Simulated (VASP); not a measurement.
A run of VASP 6.6.1 is set up as follows.

Contents of POSCAR:

```
BaS
1.0
    0.0000000000      3.5194117709      3.5194117709
    3.5194117709      0.0000000000      3.5194117709
    3.5194117709      3.5194117709      0.0000000000
Ba S
1 1
Direct
    0.0000000000      0.0000000000      0.0000000000
    0.2500000000      0.2500000000      0.2500000000
```

INCAR.step1

```
PREC     = Accurate       # precision mode
ENCUT    = 520            # plane-wave cutoff, eV
EDIFF    = 1E-5           # SCF threshold, eV
ISMEAR   = 0              # smearing method
SIGMA    = 0.01           # smearing width, eV
LREAL    = F              # projectors in reciprocal space
LASPH    = T              # aspherical terms in the spheres
NELM     = 100            # most SCF steps
ALGO     = Normal         # electronic algorithm
ISIF     = 2              # what is computed and relaxed
LWAVE    = T              # write WAVECAR
LCHARG   = F              # write CHGCAR
GGA      = PE             # functional
NBANDS   = 15             # bands
```

INCAR.step2

```
PREC     = Accurate       # precision mode
ENCUT    = 520            # plane-wave cutoff, eV
EDIFF    = 1E-6           # SCF threshold, eV
ISMEAR   = 0              # smearing method
SIGMA    = 0.01           # smearing width, eV
LREAL    = F              # projectors in reciprocal space
LASPH    = T              # aspherical terms in the spheres
NELM     = 100            # most SCF steps
ALGO     = Normal         # electronic algorithm
ISIF     = 2              # what is computed and relaxed
LWAVE    = F              # write WAVECAR
LCHARG   = F              # write CHGCAR
GGA      = PE             # functional
LHFCALC  = T              # exact exchange
AEXX     = 0.15           # exact-exchange fraction
HFSCREEN = 0.3            # screening, 1/A
PRECFOCK = Normal       
ISTART   = 1            
NBANDS   = 15             # bands
```

File KPOINTS:

```
regular mesh
0
Gamma
  4 4 4
```

Potentials or basis: VASP PAW PBE potentials, release 64 (Ba_sv, S).

Run with:

```sh
$ cat potpaw_PBE.64/Ba_sv/POTCAR potpaw_PBE.64/S/POTCAR > POTCAR
$ cp INCAR.step1 INCAR
$ mpirun -np 1 vasp_std > vasp.out
$ cp INCAR.step2 INCAR
$ mpirun -np 1 vasp_std > vasp.out
```

Q: What does it give for the pressure?

A: 0.2 GPa.

Q: Estimate the band gap on the k mesh.

A: 3.17 eV, indirect (least direct gap 3.83 eV).

Caveat: the PAW data sets were made with another functional, which shifts forces and pressure a little; spin-orbit coupling is left out, which moves the levels of the heavy elements. A k mesh can miss the band edges.
